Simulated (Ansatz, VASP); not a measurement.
LuGe3O in VASP and in Ansatz

```
Lu Ge O
1.0
     3.81391    0.00000    0.00000
     0.00000    3.81391    0.00000
     0.00000    0.00000    6.53080
Lu Ge O
1 3 1
Cartesian
  0.0000 0.0000 0.0000
  1.9070 1.9070 2.0939
  1.9070 1.9070 4.4369
  0.0000 0.0000 3.2654
  1.9070 1.9070 0.0000
```

Alike in both runs: task relaxation of cell and atoms; functional PBE; k mesh 4 × 4 × 4; occupations gaussian, width 0.1 eV; no spin polarisation.

|  | VASP | Ansatz |
| --- | --- | --- |
| version | VASP 6.6.1 | Ansatz 0.2.0 |
| potentials or method | VASP PAW PBE potentials, release 64 (Lu, Ge_d, O), cutoff 600 eV | scalar-relativistic, plane waves, PAW |
| valence electrons in the cell | 73 | 73 |

Ansatz gave:

| Quantity | Value |
| --- | --- |
| gap on the k mesh at the Fermi level, each at its own relaxed structure (eV) | none |
| relaxed volume (Å³/atom) | 18.45 |
| relaxed cell length with the largest relative difference (Å) | 9.069 |

Task: Estimate VASP's values.

Result: gap on the k mesh at the Fermi level, each at its own relaxed structure (eV): none; relaxed volume (Å³/atom): 18.55; relaxed cell length with the largest relative difference (Å): 9.363.

A gap of «none» marks a metal or a gap that the smearing closes.

The k mesh is coarse, so the values compare programs but aren't converged. Spin-orbit coupling is off throughout.
